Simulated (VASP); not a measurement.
# RbBr (P6_3/mmc) in VASP: single point with PBE

Aim: the single point of RbBr with PBE.

All numbers are computed with VASP 6.6.1; they aren't measurements. Logs are shortened: lines on timing, memory, paths and dates and some standing lists are left out, and cuts for length are marked.

### Step 1. The cell of the first run

It takes space group P6_3/mmc (No. 194, hexagonal). Conventional cell: a = 5.890 Å, b = 5.890 Å, c = 6.870 Å, α = 90.00°, β = 90.00°, γ = 120.00°. Rb (site symmetry -6m2) has 5 Br at 3.40 to 3.43 Å within 4.5 Å. Br (site symmetry -6m2) has 5 Rb at 3.40 to 3.43 Å within 4.5 Å.

### Step 2. Single point, PBE

Input file INCAR:

```
  ALGO = Normal
  EDIFF = 1E-6
  ENCUT = 520
  GGA = PE
  ISIF = 2
  ISMEAR = 0
  LASPH = T
  LCHARG = F
  LREAL = F
  LWAVE = F
  NBANDS = 24
  NELM = 100
  PREC = Accurate
  SIGMA = 0.01
```

Input file KPOINTS:

```
k-points
0
Gamma
  6 6 2
```

Input file POSCAR:

```
RbBr
1.0
    5.8899870892      0.0000000000      0.0000000000
   -2.9449935446      5.1008784472      0.0000000000
    0.0000000000      0.0000000000      6.8697844858
Rb Br
2 2
Direct
    0.3333333333      0.6666666667      0.2500000000
    0.6666666667      0.3333333333      0.7500000000
    0.6666666667      0.3333333333      0.2500000000
    0.3333333333      0.6666666667      0.7500000000
```

Potentials or basis: VASP PAW PBE potentials, release 64 (Rb_sv, Br).

Launch:

```
$ cat potpaw_PBE.64/Rb_sv/POTCAR potpaw_PBE.64/Br/POTCAR > POTCAR
$ mpirun -np 1 vasp_std > vasp.out
```

OUTCAR:

```text
EDIFF = 1E-6
   ENCUT = 520
   GGA = PE
   ISIF = 2
   ISMEAR = 0
   LASPH = T
   LREAL = F
   NELM = 100
   PREC = Accurate

 ion  position               nearest neighbor table
   1  0.333  0.667  0.250-   3 3.40   3 3.40   3 3.40   4 3.43   4 3.43   2 4.83   2 4.83   2 4.83
                             2 4.83   2 4.83   2 4.83
   2  0.667  0.333  0.750-   4 3.40   4 3.40   4 3.40   3 3.43   3 3.43   1 4.83   1 4.83   1 4.83
                             1 4.83   1 4.83   1 4.83
   3  0.667  0.333  0.250-   1 3.40   1 3.40   1 3.40   2 3.43   2 3.43
   4  0.333  0.667  0.750-   2 3.40   2 3.40   2 3.40   1 3.43   1 3.43

  LATTYP: Found a hexagonal cell.
 ALAT       =     5.8899870892
 C/A-ratio  =     1.1663496680

  Lattice vectors:

 A1 = (   5.8899870892,   0.0000000000,   0.0000000000)
 A2 = (  -2.9449935446,   5.1008784472,   0.0000000000)
 A3 = (   0.0000000000,   0.0000000000,   6.8697844858)

Analysis of symmetry for initial positions (statically):
=====================================================================
 Subroutine PRICEL returns:
 Original cell was already a primitive cell.

 Routine SETGRP: Setting up the symmetry group for a
 hexagonal supercell.

 Subroutine GETGRP returns: Found 24 space group operations
 (whereof 12 operations were pure point group operations)
 out of a pool of 24 trial point group operations.

The static configuration has the point symmetry D_3d.
 The point group associated with its full space group is D_6h.

Analysis of symmetry for dynamics (positions and initial velocities):
=====================================================================
 Subroutine PRICEL returns:
 Original cell was already a primitive cell.

 Routine SETGRP: Setting up the symmetry group for a
 hexagonal supercell.

 Subroutine GETGRP returns: Found 24 space group operations
 (whereof 12 operations were pure point group operations)
 out of a pool of 24 trial point group operations.

The dynamic configuration has the point symmetry D_3d.
 The point group associated with its full space group is D_6h.

 Subroutine INISYM returns: Found 24 space group operations
 (whereof 12 operations are pure point group operations),
 and found     1 'primitive' translations

----------------------------------------------------------------------------------------

                                     Primitive cell

  volume of cell :     206.3965

  direct lattice vectors                    reciprocal lattice vectors
     5.889987089  0.000000000  0.000000000     0.169779659  0.098022332  0.000000000
    -2.944993545  5.100878447  0.000000000     0.000000000  0.196044664  0.000000000
     0.000000000  0.000000000  6.869784486     0.000000000  0.000000000  0.145564974

  length of vectors
     5.889987089  5.889987089  6.869784486     0.196044664  0.196044664  0.145564974

  position of ions in fractional coordinates (direct lattice)
     0.333333333  0.666666667  0.250000000
     0.666666667  0.333333333  0.750000000
     0.666666667  0.333333333  0.250000000
     0.333333333  0.666666667  0.750000000

  ion indices of the primitive-cell ions
   primitive index   ion index
                 1           1
                 2           2
                 3           3
                 4           4

----------------------------------------------------------------------------------------

 KPOINTS: k-points

Automatic generation of k-mesh.
 Grid dimensions read from file:
 generate k-points for:    6    6    2

 Generating k-lattice:

  Cartesian coordinates                     Fractional coordinates (reciprocal lattice)
     0.028296610  0.016337055  0.000000000     0.166666667 -0.000000000  0.000000000
     0.000000000  0.032674111  0.000000000     0.000000000  0.166666667  0.000000000
     0.000000000  0.000000000  0.072782487     0.000000000  0.000000000  0.500000000

  Length of vectors
     0.032674111  0.032674111  0.072782487

  Shift w.r.t. Gamma in fractional coordinates (k-lattice)
     0.000000000  0.000000000  0.000000000

 Subroutine IBZKPT returns following result:
 ===========================================

 Found     14 irreducible k-points:

 Following reciprocal coordinates:
            Coordinates               Weight
  0.000000  0.000000  0.000000      1.000000
  0.166667 -0.000000  0.000000      6.000000
  0.333333 -0.000000  0.000000      6.000000
  0.500000 -0.000000  0.000000      3.000000
  0.166667  0.166667  0.000000      6.000000
  0.333333  0.166667  0.000000     12.000000
  0.333333  0.333333  0.000000      2.000000
  0.000000  0.000000  0.500000      1.000000
  0.166667 -0.000000  0.500000      6.000000
  0.333333 -0.000000  0.500000      6.000000
  0.500000 -0.000000  0.500000      3.000000
  0.166667  0.166667  0.500000      6.000000
  0.333333  0.166667  0.500000     12.000000
  0.333333  0.333333  0.500000      2.000000
   k-points           NKPTS =     14   k-points in BZ     NKDIM =     14   number of bands    NBANDS=     24
   number of dos      NEDOS =    301   number of ions     NIONS =      4
   total plane-waves  NPLWV = 124416
   dimension x,y,z NGX =    48 NGY =   48 NGZ =   54
   dimension x,y,z NGXF=    96 NGYF=   96 NGZF=  108
   ions per type =               2   2
   NGX,Y,Z   is equivalent  to a cutoff of  13.55, 13.55, 13.07 a.u.
   NGXF,Y,Z  is equivalent  to a cutoff of  27.10, 27.10, 26.14 a.u.
 SYSTEM =  unknown system
   PREC   = accura    normal or accurate (medium, high low for compatibility)
   ISTART =      0    job   : 0-new  1-cont  2-samecut
   ICHARG =      2    charge: 1-file 2-atom 10-const
   ISPIN  =      1    spin polarized calculation?
   LNONCOLLINEAR =      F non collinear calculations
   LSORBIT =      F    spin-orbit coupling
   LASPH  =      T    aspherical Exc in radial PAW
   ENCUT  =  520.0 eV  38.22 Ry    6.18 a.u.  10.95 10.95 12.77*2*pi/ulx,y,z
   NELM   =    100;   NELMIN=  2; NELMDL= -5     # of ELM steps
   EDIFF  = 0.1E-05   stopping-criterion for ELM
   LREAL  =      F    real-space projection
   EDIFFG = 0.1E-04   stopping-criterion for IOM
   NSW    =      0    number of steps for IOM
   IBRION =     -1    ionic relax: 0-MD 1-quasi-New 2-CG
   NFREE  =      0    steps in history (QN), initial steepest desc. (CG)
   ISIF   =      2    stress and relaxation
   ISYM   =      2    0-nonsym 1-usesym 2-fastsym
   POTIM  = 0.5000    time-step for ionic-motion
   TEBEG  =    0.0;   TEEND  =   0.0 temperature during run
   PSTRESS=    0.0 pullay stress
   NELECT =      32.0000    total number of electrons
   NUPDOWN=      -1.0000    fix difference up-down
   EMIN   =  10.00;   EMAX   =-10.00  energy-range for DOS
   EFERMI =   0.00;   METHOD = LEGACY
   ISMEAR =     0;   SIGMA  =   0.01  broadening in eV -4-tet -1-fermi 0-gaus
   EFERMI_NEDOS =   21; number of points for ismear=-14 and -15
   IALGO  =     38    algorithm
   IMIX   =      4    mixing-type and parameters
     AMIX     =   0.40;   BMIX     =  1.00
     AMIX_MAG =   1.60;   BMIX_MAG =  1.00
  volume/ion in A,a.u.               =      51.60       348.21
  Fermi-wavevector in a.u.,A,eV,Ry     =   0.879476  1.661969 10.523809  0.773478
  Thomas-Fermi vector in A             =   1.999705
   LORBIT       =      0    0 simple, 1 ext, 2 COOP (PROOUT), +10 PAW based schemes
   GGA     = PE    functional components
   LHFCALC =     F    Hartree Fock is set to
   AEXX    =    0.0000 exact exchange contribution
   IVDW    =     0    specifies the selected vdW correction
   LEPSILON=     F    determine dielectric tensor
   LRPA    =     F    only Hartree local field effects (RPA)
 non-spin polarized calculation
 Gauss-broadening in eV      SIGMA  =   0.01
  energy-cutoff  :      520.00
  volume of cell :      206.40
 maximum number of plane-waves:      5580
 NGX is ok and might be reduce to    48
   NGX = 21   NGY = 21   NGZ = 25

 number of electron      31.9999998 magnetization

 Free energy of the ion-electron system (eV)
  ---------------------------------------------------
  ext. energy  EPLUGINS =         0.00000000
  ---------------------------------------------------
  free energy    TOTEN  =       -12.05128882 eV

  energy without entropy =      -12.05128882  energy(sigma->0) =      -12.05128882

 E-fermi :  -2.5341     XC(G=0):  -6.1365

 val. band max:       -2.5899348141   @ k =   0.0000   0.0000   0.0000
 cond. band min:       1.4696956467   @ k =   0.0000   0.0000   0.0000
 fundamental gap:      4.0596304607
 Fermi energy:        -2.5341407220

 k-point     1 :       0.0000    0.0000    0.0000
  band No.  band energies     occupation
      1     -27.2137      2.00000
      2     -27.2045      2.00000
      3     -14.7077      2.00000
      4     -14.6656      2.00000
      5     -11.4192      2.00000
      6     -11.3723      2.00000
[... 16 lines left out ...]
     23       5.4378      0.00000
     24       5.8295      0.00000

 k-point     2 :       0.1667   -0.0000    0.0000
  band No.  band energies     occupation
      1     -27.2130      2.00000
      2     -27.2048      2.00000
      3     -14.7142      2.00000
      4     -14.6775      2.00000
      5     -11.4104      2.00000
      6     -11.3773      2.00000
[... 16 lines left out ...]
     23       5.4486      0.00000
     24       5.5901      0.00000

 k-point     3 :       0.3333   -0.0000    0.0000
  band No.  band energies     occupation
      1     -27.2112      2.00000
      2     -27.2059      2.00000
      3     -14.7259      2.00000
      4     -14.7023      2.00000
      5     -11.3882      2.00000
      6     -11.3866      2.00000
[... 16 lines left out ...]
     23       5.4567      0.00000
     24       5.6579      0.00000
[... 244 lines left out ...]
 k-point    13 :       0.3333    0.1667    0.5000
  band No.  band energies     occupation
      1     -27.2083      2.00000
      2     -27.2083      2.00000
      3     -14.7517      2.00000
      4     -14.7517      2.00000
      5     -11.3595      2.00000
      6     -11.3595      2.00000
[... 16 lines left out ...]
     23       5.5337      0.00000
     24       5.5337      0.00000

 k-point    14 :       0.3333    0.3333    0.5000
  band No.  band energies     occupation
      1     -27.2082      2.00000
      2     -27.2082      2.00000
      3     -14.7560      2.00000
      4     -14.7560      2.00000
      5     -11.3650      2.00000
      6     -11.3650      2.00000
[... 16 lines left out ...]
     23       5.4253      0.00000
     24       5.4253      0.00000

------------------------ aborting loop because EDIFF is reached ----------------------------------------

  FORCE on cell =-STRESS in cart. coord.  units (eV):
  Direction    XX          YY          ZZ          XY          YZ          ZX
  --------------------------------------------------------------------------------------
  -------------------------------------------------------------------------------------
  Total        0.3479604      0.3479604      0.6621515      0.0000000     -0.0000000      0.0000000
  in kB        2.7010834      2.7010834      5.1400286      0.0000000     -0.0000000      0.0000000
  external PRESSURE =       3.5140651 kB  Pullay stress =       0.0000000 kB

 VOLUME and BASIS-vectors are now :
 -----------------------------------------------------------------------------
  energy-cutoff  :      520.00
  volume of cell :      206.40
      direct lattice vectors                 reciprocal lattice vectors
     5.889987089  0.000000000  0.000000000     0.169779659  0.098022332  0.000000000
    -2.944993545  5.100878447  0.000000000     0.000000000  0.196044664  0.000000000
     0.000000000  0.000000000  6.869784486     0.000000000  0.000000000  0.145564974

 POSITION                                       TOTAL-FORCE (eV/Angst)
 -----------------------------------------------------------------------------------
     -0.00000      3.40059      1.71745         0.000000      0.000000     -0.000000
      2.94499      1.70029      5.15234        -0.000000      0.000000     -0.000000
      2.94499      1.70029      1.71745         0.000000     -0.000000      0.000000
     -0.00000      3.40059      5.15234        -0.000000      0.000000     -0.000000
 -----------------------------------------------------------------------------------
    total drift:                               -0.000000     -0.000000     -0.000000

  FREE ENERGIE OF THE ION-ELECTRON SYSTEM (eV)
  ---------------------------------------------------
  free  energy   TOTEN  =       -12.0512888154 eV

  energy  without entropy=      -12.0512888154  energy(sigma->0) =      -12.05128882
```

Run time: 94 s. Hardware: 1 thread of Intel Xeon Platinum 8259CL at 2.50GHz (Skylake/Cascade Lake), shared host; peak memory 0.36 GiB.

What came out:

* Free energy: -12.0513 eV
* Pressure: 0.4 GPa
* Band gap on the k mesh: 4.06 eV

Levels at points of the mesh, in eV from the valence-band top:
```tsv
k point	band 12	band 13	band 14	band 15	band 16	band 17	band 18	band 19	band 20	band 21
(0.00, 0.00, 0.00)	-0.36	-0.36	-0.27	-0.27	0.00	4.06	6.83	7.08	7.08	7.89
(0.50, 0.00, 0.00)	-0.39	-0.32	-0.27	-0.15	-0.12	5.78	6.16	6.38	6.51	7.44
(0.00, 0.00, 0.50)	-0.55	-0.34	-0.34	-0.34	-0.34	5.21	5.21	8.33	8.33	8.33
(0.50, 0.00, 0.50)	-0.74	-0.27	-0.27	-0.25	-0.25	6.13	6.13	7.43	7.43	7.82
```

Caveat: the k points lie up to 0.46 Å⁻¹ apart. A k mesh can miss the band edges.
